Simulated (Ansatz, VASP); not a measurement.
# Sn: VASP beside Ansatz

```
Sn
1.0
     0.00000    3.14932    3.14932
     3.14932    0.00000    3.14932
     3.14932    3.14932    0.00000
Sn
2
Direct
  0.50000 0.50000 0.50000
  0.75000 0.75000 0.75000
```

Alike in both runs: task single point; functional LDA; k mesh 14 × 14 × 14; occupations fermi-dirac, width 0.1 eV; no spin polarisation.

|  | VASP | Ansatz |
| --- | --- | --- |
| version | VASP 6.6.1 | Ansatz 0.2.0 |
| potentials or method | VASP PAW LDA potentials, release 64 (Sn_d), cutoff 520 eV | plane waves (420 eV) with PAW, scalar-relativistic |
| valence electrons in the cell | 28 | 28 |

VASP gave:

* pressure (GPa): 4.6

**Question.** Which values does Ansatz return?

**Answer.** Pressure (GPa): 4.5.

Ansatz warns that its potentials were made for another functional, while VASP's fit it. LDA's correlation is that of Perdew and Zunger in VASP and of Perdew and Wang (1992) in Ansatz.
